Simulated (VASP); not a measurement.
A run of VASP 6.6.1 is set up as follows.

Contents of INCAR:

```
PREC = Accurate
ENCUT = 600
EDIFF = 1E-7
ISMEAR = -1
SIGMA = 0.02
LREAL = F
LASPH = T
NELM = 100
ALGO = Normal
ISIF = 3
LWAVE = F
LCHARG = F
GGA = PE
IBRION = 2
NSW = 80
EDIFFG = -0.005
```

The input KPOINTS:

```
regular mesh
0
Gamma
  8 8 8
```

File POSCAR:

```
CaCdF4
1.0
    1.8651184100      1.0768266100      6.0914512000
   -1.8651184100      1.0768266100      6.0914512000
    0.0000000000     -2.1536532300      6.0914512000
Cd F Ca
1 4 1
Direct
    0.0000000000      0.0000000000      0.0000000000
    0.1250000000      0.1250000000      0.1250000000
    0.3750000000      0.3750000000      0.3750000000
    0.6250000000      0.6250000000      0.6250000000
    0.8750000000      0.8750000000      0.8750000000
    0.5000000000      0.5000000000      0.5000000000
```

Potentials or basis: VASP PAW PBE potentials, release 64 (Cd, F, Ca_sv).

Command:

```sh
$ cat potpaw_PBE.64/Cd/POTCAR potpaw_PBE.64/F/POTCAR potpaw_PBE.64/Ca_sv/POTCAR > POTCAR
$ mpirun -np 1 vasp_std > vasp.out
```

Problem. What does it give for the space group after relaxing (to 0.1 Å)?

Solution. R-3m (No. 166).

Problem. Predict the relaxed cell.

Solution. a = 6.757 Å, b = 6.757 Å, c = 6.757 Å, α = 33.45°, β = 33.45°, γ = 33.45°.

Problem. Predict the band gap on the k mesh.

Solution. 4.23 eV (least direct gap 4.58 eV).

Final structure:
```
Cd F Ca
1.0
     1.94438    1.12259    6.37257
    -1.94438    1.12259    6.37257
     0.00000   -2.24518    6.37257
Cd F Ca
1 4 1
Cartesian
  0.0000 0.0000 0.0000
  0.0000 0.0000 2.3880
  0.0000 0.0000 7.1690
  0.0000 0.0000 11.9487
  0.0000 0.0000 16.7298
  0.0000 0.0000 9.5589
```

A k mesh can miss the band edges.
